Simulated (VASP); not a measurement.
Write the native input for VASP 6.6.1 that does the following.

```
Task                   : single point
Functional             : PBE
Potentials or basis    : VASP PAW PBE potentials, release 64 (Ag, O)
Cutoff                 : 520 eV
k mesh                 : 4 × 3 × 5
Occupations            : gaussian, width 0.2 eV
Spin                   : no spin polarisation
Dipole correction      : no
Further INCAR settings : ALGO = Normal; EDIFF = 1e-06; NBANDS = 32
```

The structure of AgO2 lies in POSCAR:

```
AgO2
1.0
    4.2105945023      0.0000000000      0.0000000000
    0.0000000000      5.3435914828      0.0000000000
    0.0000000000      0.0000000000      3.5202446623
Ag O
2 4
Direct
    0.0000000000      0.0000000000      0.0000000000
    0.5000000000      0.5000000000      0.5000000000
    0.8667906407      0.5771691193      0.0000000000
    0.1332093593      0.4228308807      0.0000000000
    0.3667906407      0.9228308807      0.5000000000
    0.6332093593      0.0771691193      0.5000000000
```

One way to write it, as run:

INCAR

```
PREC     = Accurate       # precision mode
ENCUT    = 520            # plane-wave cutoff, eV
EDIFF    = 1E-6           # SCF threshold, eV
ISMEAR   = 0              # smearing method
SIGMA    = 0.2            # smearing width, eV
LREAL    = False          # projectors in reciprocal space
LASPH    = True           # aspherical terms in the spheres
NELM     = 60             # most SCF steps
ALGO     = Normal         # electronic algorithm
ISIF     = 2              # what is computed and relaxed
LWAVE    = False          # write WAVECAR
LCHARG   = False          # write CHGCAR
GGA      = PE             # functional
NBANDS   = 32             # bands
```

KPOINTS

```
regular mesh
0
Gamma
  4 3 5
```

Potentials or basis: VASP PAW PBE potentials, release 64 (Ag, O).

Launch:

```sh
$ cat potpaw_PBE.64/Ag/POTCAR potpaw_PBE.64/O/POTCAR > POTCAR
$ mpirun -np 1 vasp_std > vasp.out
```

Results of the run:

| Quantity | Value |
| --- | --- |
| Pressure | 0.2 GPa |
| Largest force | 0.256 eV/Å |
| Band gap on the k mesh | zero (band 23 reaches 4.70 eV, above the bottom of band 24 at 3.10 eV) |

Caveat: the k points lie up to 0.39 Å⁻¹ apart.

Wall time 31 s on 1 thread of Intel(R) Xeon(R) Platinum 8259CL CPU @ 2.50GHz (Skylake/Cascade Lake), on a shared host, peak memory 0.19 GiB.
